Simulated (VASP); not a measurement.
Set up this calculation in VASP 6.6.1, as the native input.

| Item | Value |
| --- | --- |
| Task | relaxation of cell and atoms |
| Functional | PBEsol |
| Potentials or basis | VASP PAW PBE potentials, release 64 (Ru_pv) |
| Cutoff | 600 eV |
| k mesh | 24 × 24 × 22 |
| Occupations | gaussian, width 0.1 eV |
| Spin | no spin polarisation |
| Dipole correction | no |
| Further INCAR settings | ALGO = Fast; EDIFF = 1e-07; IBRION = 2; EDIFFG = -0.01; NSW = 100; ISIF = 3 |

The structure of Ru lies in POSCAR:

```
Ru
1.0
    2.6217344190      0.0000000000      0.0000000000
   -1.3108672095      2.2704886089      0.0000000000
    0.0000000000      0.0000000000      2.4334766073
Ru
1
Direct
    0.0000000000      0.0000000000      0.0000000000
```

One way to write it, as run:

INCAR

```
SYSTEM = Ru
  PREC = Accurate
  ENCUT = 600
  EDIFF = 1E-7
  ISMEAR = 0
  SIGMA = 0.1
  LREAL = .FALSE.
  LASPH = .TRUE.
  NELM = 80
  ALGO = Fast
  ISIF = 3
  LWAVE = .FALSE.
  LCHARG = .FALSE.
  GGA = PS
  IBRION = 2
  NSW = 100
  EDIFFG = -0.01
```

KPOINTS

```
regular mesh
0
G
  24 24 22
  0 0 0
```

Potentials or basis: VASP PAW PBE potentials, release 64 (Ru_pv).

Launch:

```console
$ cat potpaw_PBE.64/Ru_pv/POTCAR > POTCAR
$ mpirun -np 1 vasp_std > vasp.out
```

Results of the run:

```
Relaxed volume                         : 14.51 Å³/atom
Relaxed cell                           : a = 2.626 Å, b = 2.626 Å, c = 2.429 Å, α = 90.00°, β = 90.00°, γ = 120.00°
Space group after relaxing (to 0.05 Å) : P6/mmm (No. 191)
Energy gained by relaxing              : 0.1 meV/atom
Ionic steps                            : 5
Pressure after relaxing                : 0.0 GPa
Band gap on the k mesh                 : zero (band 7 reaches 14.14 eV, above the bottom of band 8 at 10.33 eV)
```

Caveat: the PAW data sets were made with another functional, which shifts forces and pressure a little.

It took 2.1 min on 1 thread of Intel(R) Xeon(R) 6975P-C (Granite Rapids), with other jobs on the host, peak memory 0.27 GiB.
